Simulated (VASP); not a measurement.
The system is GaN.

```xyz
2
Lattice="0.0000 2.1771 2.1771 2.1771 0.0000 2.1771 2.1771 2.1771 0.0000" Properties=species:S:1:pos:R:3 pbc="T T T"
Ga    0.0000    0.0000    0.0000
N     2.1771    2.1771    2.1771
```

This cell differs from its parent crystal: volume scaled by 1.06.

Base run:

- Program: VASP 6.6.1
- Functional: PBEsol
- Potentials or basis: VASP PAW PBE potentials, release 64 (Ga_d, N)
- Cutoff: 520 eV
- k mesh: 11 × 11 × 11
- Occupations: fermi-dirac, width 0.05 eV
- Spin: no spin polarisation

Its results: pressure -17.0 GPa.

Problem. The run is repeated on the same cell with these changes: functional from PBEsol to LDA; potentials or basis from VASP PAW PBE potentials, release 64 (Ga_d, N) to VASP PAW LDA potentials, release 64 (Ga_d, N). What comes out?

Solution. Pressure -21.7 GPa.

Caveats: the PAW data sets were made with another functional, which shifts forces and pressure a little (some runs).
